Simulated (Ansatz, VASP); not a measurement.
# Ta2Ru: VASP beside Ansatz

```
CELL_PARAMETERS angstrom
4.34113 0.00000 0.00000
0.00000 4.34113 0.00000
0.00000 0.00000 6.20324
ATOMIC_POSITIONS crystal
Ta 0.00000 0.50000 0.25041
Ta 0.00000 0.50000 0.75041
Ta 0.50000 0.00000 0.24959
Ta 0.50000 0.00000 0.74959
Ru 0.00000 0.00000 0.00000
Ru 0.50000 0.50000 0.50000
```

Alike in both runs: functional PBE; k mesh 4 × 4 × 4; occupations gaussian, width 0.1 eV; no spin polarisation.

Ansatz relaxed the structure, and its values are those at the end. VASP's run is a single point on that final structure, the one shown.

```csv
,VASP,Ansatz
version,VASP 6.6.1,Ansatz 0.2.0
potentials or method,"VASP PAW PBE potentials, release 64 (Ta_pv, Ru_pv), cutoff 520 eV","scalar-relativistic, plane waves, PAW"
valence electrons in the cell,72,84
```

|  | VASP | Ansatz | Ansatz less VASP |
| --- | --- | --- | --- |
| gap on the k mesh at the Fermi level (eV) | none | none | - |
| pressure (GPa) | 0.1 | 0.1 | -0.01 |
| rms of the force components (eV/Å) | 0.008 | 0.008 | -0.0001 |

A gap of «none» marks a metal or a gap that the smearing closes. With one functional, cell and mesh, what is left measures potentials, basis and numerics. VASP's potentials hold 72 valence electrons a cell and Ansatz's 84, so a difference there can come from the potentials and not from the codes.

The k mesh is coarse, so the values compare programs but aren't converged. Neither program's run includes spin-orbit coupling.
